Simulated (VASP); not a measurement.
C, 16 atoms in the cell. The cell holds a slab with vacuum, 16 atoms: a = 4.994 Å, b = 2.497 Å, c = 20.780 Å, α = 90.00°, β = 90.00°, γ = 90.00°. 

```yaml
Program: VASP 6.6.1
Task: single point
Functional: LDA
Potentials_or_basis: VASP PAW LDA potentials, release 64 (C)
Cutoff: 520 eV
k_mesh: 6 × 10 × 1
Occupations: gaussian, width 0.03 eV
Spin: no spin polarisation
Dipole_correction: yes
Further_INCAR_settings: ALGO = Normal; EDIFF = 1e-06; NBANDS = 46; ISYM = 0; NELMDL = -8
```

Potentials or basis: VASP PAW LDA potentials, release 64 (C).

The run is started by

```bash
$ cat potpaw_LDA.64/C/POTCAR > POTCAR
$ mpirun -np 1 vasp_std > vasp.out
```

Hardware: 1 thread of Oxide Virtual Turin-like Processor, on a shared host.

Q: How long does it take, and how much memory?

A: It took 18 min on 1 thread of Oxide Virtual Turin-like Processor (shared host), peak memory 0.37 GiB. Counts: scf iterations 27, k points 32.
